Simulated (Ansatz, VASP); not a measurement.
## MoSe in VASP and in Ansatz

Contents of INCAR:

```
SYSTEM = MoSe
PREC = Accurate
ENCUT = 520
EDIFF = 1E-7
ISMEAR = 0
SIGMA = 0.1
LREAL = .FALSE.
LASPH = .TRUE.
NELM = 150
ALGO = Normal
ISIF = 2
LWAVE = .FALSE.
LCHARG = .FALSE.
ISPIN = 2
MAGMOM = 3.5 0
LORBIT = 11
LMAXMIX = 4
GGA = PE
NBANDS = 21
```

File KPOINTS:

```
regular mesh
0
G
  14 14 14
  0 0 0
```

File POSCAR:

```
MoSe
1.0
    0.0000000000      2.4821826423      2.4821826423
    2.4821826423      0.0000000000      2.4821826423
    2.4821826423      2.4821826423      0.0000000000
Mo Se
1 1
Direct
    0.0000000000      0.0000000000      0.0000000000
    0.5000000000      0.5000000000      0.5000000000
```

Input for Ansatz:

```yaml
crystal:
  lattice:
    - [0.0, 2.4821826423, 2.4821826423]
    - [2.4821826423, 0.0, 2.4821826423]
    - [2.4821826423, 2.4821826423, 0.0]
  atoms:
    - { symbol: Mo, position: [0.0, 0.0, 0.0], spin: 3.5 }
    - { symbol: Se, position: [0.5, 0.5, 0.5] }
basis:
  ecutwfc: 420
kpoints:
  mp_grid: { grid: [14, 14, 14] }
hamiltonian:
  xc: pbe
scf:
  occupations: { method: gaussian, width: 0.1 }
  lower_state_search: "off"
output:
  forces: true
  stress: true
  eigenvalues: true
  populations: true
magnetization:
  spin_polarized: true
```

Alike in both runs: task single point; functional PBE; k mesh 14 × 14 × 14; occupations gaussian, width 0.1 eV; collinear spin.

|  | VASP | Ansatz |
| --- | --- | --- |
| version | VASP 6.6.1 | Ansatz 0.2.0 |
| potentials or method | VASP PAW PBE potentials, release 64 (Mo_sv, Se), cutoff 520 eV | scalar-relativistic, plane waves, PAW |
| valence electrons in the cell | 20 | 30 |

```csv
,VASP,Ansatz,Ansatz less VASP
gap on the k mesh at the Fermi level (eV),none,none,-
net moment per atom (μB),0.00,0.00,0.000
```

A gap of «none» marks a metal or a gap that the smearing closes. VASP's potentials hold 20 valence electrons a cell and Ansatz's 30, so a difference there can come from the potentials and not from the codes. Ansatz's warnings: seeded moment not kept.
